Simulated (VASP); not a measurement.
# NbN (Fm-3m) in VASP: notebook

Runs on NbN. Level: LDA. Tasks: single point, relaxation of cell and atoms.

Program: VASP 6.6.1. These are calculated values, not measurements. Logs are shortened: lines on timing, memory, paths and dates and some standing lists are left out, and cuts for length are marked.

### Step 1. The cell of the first run

It takes space group Fm-3m (No. 225, cubic). Conventional cell: a = 4.356 Å, b = 4.356 Å, c = 4.356 Å, α = 90.00°, β = 90.00°, γ = 90.00°. Nb (site symmetry m-3m) has 6 N at 2.18 Å within 2.9 Å. N (site symmetry m-3m) has 6 Nb at 2.18 Å within 2.9 Å.

### Step 2. Single point, LDA

Input file INCAR:

```
SYSTEM = NbN
PREC = Accurate
ENCUT = 600
EDIFF = 1E-6
ISMEAR = 0
SIGMA = 0.1
LREAL = .False.
LASPH = .True.
NELM = 120
ALGO = Normal
ISIF = 2
LWAVE = .False.
LCHARG = .False.
GGA = CA
NBANDS = 16
GGA_COMPAT = .False.
```

Input file KPOINTS:

```
regular mesh
0
Gamma
  16 16 16
  0 0 0
```

Input file POSCAR:

```
NbN
1.0
    0.0000000000      2.1778696323      2.1778696323
    2.1778696323      0.0000000000      2.1778696323
    2.1778696323      2.1778696323      0.0000000000
Nb N
1 1
Direct
    0.0000000000      0.0000000000      0.0000000000
    0.5000000000      0.5000000000      0.5000000000
```

Potentials or basis: VASP PAW LDA potentials, release 64 (Nb_sv, N).

The run is started by

```bash
$ cat potpaw_LDA.64/Nb_sv/POTCAR potpaw_LDA.64/N/POTCAR > POTCAR
$ mpirun -np 1 vasp_std > vasp.out
```

OUTCAR:

```text
SYSTEM = NbN
   PREC = Accurate
   ENCUT = 600
   EDIFF = 1E-6
   ISMEAR = 0
   LREAL = .False.
   LASPH = .True.
   NELM = 120
   ISIF = 2
   GGA = CA

 ion  position               nearest neighbor table
   1  0.000  0.000  0.000-   2 2.18   2 2.18   2 2.18   2 2.18   2 2.18   2 2.18
   2  0.500  0.500  0.500-   1 2.18   1 2.18   1 2.18   1 2.18   1 2.18   1 2.18

  LATTYP: Found a face centered cubic cell.
 ALAT       =     4.3557392646

  Lattice vectors:

 A1 = (   0.0000000000,   2.1778696323,   2.1778696323)
 A2 = (   2.1778696323,   0.0000000000,   2.1778696323)
 A3 = (   2.1778696323,   2.1778696323,   0.0000000000)

Analysis of symmetry for initial positions (statically):
=====================================================================
 Subroutine PRICEL returns:
 Original cell was already a primitive cell.

 Routine SETGRP: Setting up the symmetry group for a
 face centered cubic supercell.

 Subroutine GETGRP returns: Found 48 space group operations
 (whereof 48 operations were pure point group operations)
 out of a pool of 48 trial point group operations.

The static configuration has the point symmetry O_h .

Analysis of symmetry for dynamics (positions and initial velocities):
=====================================================================
 Subroutine PRICEL returns:
 Original cell was already a primitive cell.

 Routine SETGRP: Setting up the symmetry group for a
 face centered cubic supercell.

 Subroutine GETGRP returns: Found 48 space group operations
 (whereof 48 operations were pure point group operations)
 out of a pool of 48 trial point group operations.

The dynamic configuration has the point symmetry O_h .

 Subroutine INISYM returns: Found 48 space group operations
 (whereof 48 operations are pure point group operations),
 and found     1 'primitive' translations

----------------------------------------------------------------------------------------

                                     Primitive cell

  volume of cell :      20.6598

  direct lattice vectors                    reciprocal lattice vectors
     0.000000000  2.177869632  2.177869632    -0.229582153  0.229582153  0.229582153
     2.177869632  0.000000000  2.177869632     0.229582153 -0.229582153  0.229582153
     2.177869632  2.177869632  0.000000000     0.229582153  0.229582153 -0.229582153

  length of vectors
     3.079972771  3.079972771  3.079972771     0.397647954  0.397647954  0.397647954

  position of ions in fractional coordinates (direct lattice)
     0.000000000  0.000000000  0.000000000
     0.500000000  0.500000000  0.500000000

  ion indices of the primitive-cell ions
   primitive index   ion index
                 1           1
                 2           2

----------------------------------------------------------------------------------------

 KPOINTS: regular mesh

Automatic generation of k-mesh.
 Grid dimensions read from file:
 generate k-points for:   16   16   16

 Generating k-lattice:

  Cartesian coordinates                     Fractional coordinates (reciprocal lattice)
    -0.014348885  0.014348885  0.014348885     0.062500000  0.000000000  0.000000000
     0.014348885 -0.014348885  0.014348885     0.000000000  0.062500000  0.000000000
     0.014348885  0.014348885 -0.014348885     0.000000000  0.000000000  0.062500000

  Length of vectors
     0.024852997  0.024852997  0.024852997

  Shift w.r.t. Gamma in fractional coordinates (k-lattice)
     0.000000000  0.000000000  0.000000000

 Subroutine IBZKPT returns following result:
 ===========================================

 Found    145 irreducible k-points:

 Following reciprocal coordinates:
            Coordinates               Weight
  0.000000  0.000000  0.000000      1.000000
  0.062500  0.000000  0.000000      8.000000
  0.125000  0.000000  0.000000      8.000000
  0.187500  0.000000  0.000000      8.000000
  0.250000  0.000000  0.000000      8.000000
  0.312500  0.000000  0.000000      8.000000
[... 16 lines left out ...]
 -0.125000  0.062500  0.000000     24.000000
 -0.062500  0.062500  0.000000     12.000000
 [... further k-points ...]
   k-points           NKPTS =    145   k-points in BZ     NKDIM =    145   number of bands    NBANDS=     16
   number of dos      NEDOS =    301   number of ions     NIONS =      2
   total plane-waves  NPLWV =  21952
   dimension x,y,z NGX =    28 NGY =   28 NGZ =   28
   dimension x,y,z NGXF=    56 NGYF=   56 NGZF=   56
   ions per type =               1   1
   NGX,Y,Z   is equivalent  to a cutoff of  15.11, 15.11, 15.11 a.u.
   NGXF,Y,Z  is equivalent  to a cutoff of  30.23, 30.23, 30.23 a.u.
 SYSTEM =  NbN
   PREC   = accura    normal or accurate (medium, high low for compatibility)
   ISTART =      0    job   : 0-new  1-cont  2-samecut
   ICHARG =      2    charge: 1-file 2-atom 10-const
   ISPIN  =      1    spin polarized calculation?
   LNONCOLLINEAR =      F non collinear calculations
   LSORBIT =      F    spin-orbit coupling
   LASPH  =      T    aspherical Exc in radial PAW
   ENCUT  =  600.0 eV  44.10 Ry    6.64 a.u.   6.15  6.15  6.15*2*pi/ulx,y,z
   NELM   =    120;   NELMIN=  2; NELMDL= -5     # of ELM steps
   EDIFF  = 0.1E-05   stopping-criterion for ELM
   LREAL  =      F    real-space projection
   EDIFFG = 0.1E-04   stopping-criterion for IOM
   NSW    =      0    number of steps for IOM
   IBRION =     -1    ionic relax: 0-MD 1-quasi-New 2-CG
   NFREE  =      0    steps in history (QN), initial steepest desc. (CG)
   ISIF   =      2    stress and relaxation
   ISYM   =      2    0-nonsym 1-usesym 2-fastsym
   POTIM  = 0.5000    time-step for ionic-motion
   TEBEG  =    0.0;   TEEND  =   0.0 temperature during run
   PSTRESS=    0.0 pullay stress
   NELECT =      18.0000    total number of electrons
   NUPDOWN=      -1.0000    fix difference up-down
   EMIN   =  10.00;   EMAX   =-10.00  energy-range for DOS
   EFERMI =   0.00;   METHOD = LEGACY
   ISMEAR =     0;   SIGMA  =   0.10  broadening in eV -4-tet -1-fermi 0-gaus
   EFERMI_NEDOS =   21; number of points for ismear=-14 and -15
   IALGO  =     38    algorithm
   IMIX   =      4    mixing-type and parameters
     AMIX     =   0.40;   BMIX     =  1.00
     AMIX_MAG =   1.60;   BMIX_MAG =  1.00
  volume/ion in A,a.u.               =      10.33        69.71
  Fermi-wavevector in a.u.,A,eV,Ry     =   1.563593  2.954763 33.263848  2.444824
  Thomas-Fermi vector in A             =   2.666342
   LORBIT       =      0    0 simple, 1 ext, 2 COOP (PROOUT), +10 PAW based schemes
   GGA     = CA    functional components
   LHFCALC =     F    Hartree Fock is set to
   AEXX    =    0.0000 exact exchange contribution
   IVDW    =     0    specifies the selected vdW correction
   LEPSILON=     F    determine dielectric tensor
   LRPA    =     F    only Hartree local field effects (RPA)
 non-spin polarized calculation
 Gauss-broadening in eV      SIGMA  =   0.10
  energy-cutoff  :      600.00
  volume of cell :       20.66
 maximum number of plane-waves:       701
 NGX is ok and might be reduce to    28
   NGX = 13   NGY = 13   NGZ = 13

 number of electron      17.9999999 magnetization

 Free energy of the ion-electron system (eV)
  ---------------------------------------------------
  ext. energy  EPLUGINS =         0.00000000
  ---------------------------------------------------
  free energy    TOTEN  =       -22.84367033 eV

  energy without entropy =      -22.83763755  energy(sigma->0) =      -22.84065394

 E-fermi :  14.2178     XC(G=0): -13.7798

 val. band max:       14.2142192051   @ k =  -0.2500   0.3750   0.1250
 cond. band min:      14.2400831441   @ k =  -0.3125   0.0625   0.0000
 fundamental gap:      0.0258639390
 Fermi energy:        14.2177983131

 k-point     1 :       0.0000    0.0000    0.0000
  band No.  band energies     occupation
      1     -41.8492      2.00000
      2     -17.6370      2.00000
      3     -17.6370      2.00000
      4     -17.6370      2.00000
      5      -3.3533      2.00000
      6      10.8121      2.00000
[... 8 lines left out ...]
     15      23.6121      0.00000
     16      37.4539      0.00000

 k-point     2 :       0.0625    0.0000    0.0000
  band No.  band energies     occupation
      1     -41.8433      2.00000
      2     -17.6864      2.00000
      3     -17.6410      2.00000
      4     -17.6410      2.00000
      5      -3.2606      2.00000
      6      10.3229      2.00000
[... 8 lines left out ...]
     15      23.8830      0.00000
     16      36.4869      0.00000

 k-point     3 :       0.1250    0.0000    0.0000
  band No.  band energies     occupation
      1     -41.8265      2.00000
      2     -17.8245      2.00000
      3     -17.6521      2.00000
      4     -17.6521      2.00000
      5      -2.9950      2.00000
      6       9.3729      2.00000
[... 8 lines left out ...]
     15      24.6268      0.00000
     16      34.7623      0.00000

 k-point     4 :       0.1875    0.0000    0.0000
  band No.  band energies     occupation
      1     -41.8012      2.00000
      2     -18.0254      2.00000
      3     -17.6688      2.00000
      4     -17.6688      2.00000
      5      -2.5908      2.00000
      6       8.3179      2.00000
[... 8 lines left out ...]
     15      25.6198      0.00000
     16      33.2264      0.00000
[... 324 lines left out ...]
 k-point    22 :      -0.1875    0.0625    0.0000
  band No.  band energies     occupation
      1     -41.7873      2.00000
      2     -18.1083      2.00000
      3     -17.7210      2.00000
      4     -17.6591      2.00000
      5      -2.3868      2.00000
      6       7.7834      2.00000
[... 8 lines left out ...]
     15      26.0990      0.00000
     16      31.5390      0.00000

 k-point    23 :      -0.1250    0.0625    0.0000
  band No.  band energies     occupation
      1     -41.8142      2.00000
      2     -17.9043      2.00000
      3     -17.6947      2.00000
      4     -17.6450      2.00000
      5      -2.8082      2.00000
      6       8.7477      2.00000
[... 8 lines left out ...]
     15      25.1458      0.00000
     16      33.2897      0.00000

 k-point    24 :      -0.0625    0.0625    0.0000
  band No.  band energies     occupation
      1     -41.8338      2.00000
      2     -17.7544      2.00000
      3     -17.6666      2.00000
      4     -17.6387      2.00000
      5      -3.1126      2.00000
      6       9.6619      2.00000
[... 8 lines left out ...]
     15      24.3119      0.00000
     16      35.1739      0.00000

 [... further k-points ...]
[... 5 lines left out ...]
  --------------------------------------------------------------------------------------
  -------------------------------------------------------------------------------------
  Total       -0.0021469     -0.0021469     -0.0021469     -0.0000000      0.0000000      0.0000000
  in kB       -0.1664928     -0.1664928     -0.1664928     -0.0000000      0.0000000      0.0000000
  external PRESSURE =      -0.1664928 kB  Pullay stress =       0.0000000 kB

 VOLUME and BASIS-vectors are now :
 -----------------------------------------------------------------------------
  energy-cutoff  :      600.00
  volume of cell :       20.66
      direct lattice vectors                 reciprocal lattice vectors
     0.000000000  2.177869632  2.177869632    -0.229582153  0.229582153  0.229582153
     2.177869632  0.000000000  2.177869632     0.229582153 -0.229582153  0.229582153
     2.177869632  2.177869632  0.000000000     0.229582153  0.229582153 -0.229582153

 POSITION                                       TOTAL-FORCE (eV/Angst)
 -----------------------------------------------------------------------------------
      0.00000      0.00000      0.00000         0.000000      0.000000      0.000000
      2.17787      2.17787      2.17787        -0.000000     -0.000000     -0.000000
 -----------------------------------------------------------------------------------
    total drift:                                0.000000      0.000000      0.000000

  FREE ENERGIE OF THE ION-ELECTRON SYSTEM (eV)
  ---------------------------------------------------
  free  energy   TOTEN  =       -22.8436703258 eV

  energy  without entropy=      -22.8376375497  energy(sigma->0) =      -22.84065394
```

It took 1.9 min on 1 thread of Intel Xeon 8259CL, shared host; peak memory 0.19 GiB.

What came out:

| Quantity | Value |
| --- | --- |
| Free energy | -22.8437 eV |
| Pressure | 0.0 GPa |
| Band gap on the k mesh | zero (bands 9 and 10 overlap by 3.66 eV) |

Levels at points of the mesh, in eV from the Fermi level:
| k point | band 5 | band 6 | band 7 | band 8 | band 9 | band 10 | band 11 | band 12 | band 13 | band 14 |
| --- | --- | --- | --- | --- | --- | --- | --- | --- | --- | --- |
| (0.00, 0.00, 0.00) | -17.57 | -3.41 | -3.41 | -3.41 | -2.10 | -2.10 | -2.10 | -0.19 | -0.19 | 3.58 |
| (0.50, 0.00, 0.00) | -14.82 | -9.35 | -7.27 | -7.27 | 1.56 | 1.56 | 2.08 | 4.62 | 7.04 | 7.04 |
| (0.50, 0.50, 0.00) | -16.88 | -5.75 | -5.25 | -4.04 | -4.04 | 1.63 | 2.94 | 2.94 | 4.38 | 9.59 |

(Continued in part 2 of 2.)
